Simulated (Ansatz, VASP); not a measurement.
## Two plane-wave programs on MgO

```
Mg O
1.0
     0.00000    2.12673    2.12673
     2.12673    0.00000    2.12673
     2.12673    2.12673    0.00000
Mg O
1 1
Direct
  0.50000 0.50000 0.50000
  0.00000 0.00000 0.00000
```

Alike in both runs: task single point; functional PBE; k mesh 10 × 10 × 10; occupations gaussian, width 0.02 eV; no spin polarisation.

|  | VASP | Ansatz |
| --- | --- | --- |
| version | VASP 6.6.1 | Ansatz 0.2.0 |
| potentials or method | VASP PAW PBE potentials, release 64 (Mg, O), cutoff 520 eV | scalar-relativistic, plane waves, PAW |
| valence electrons in the cell | 8 | 16 |

```csv
,VASP,Ansatz,Ansatz less VASP
gap on the k mesh at the Fermi level (eV),4.45,4.46,+0.017
least direct gap on the mesh (eV),4.45,4.46,+0.017
```

VASP's potentials hold 8 valence electrons a cell and Ansatz's 16, so a difference there can come from the potentials and not from the codes.
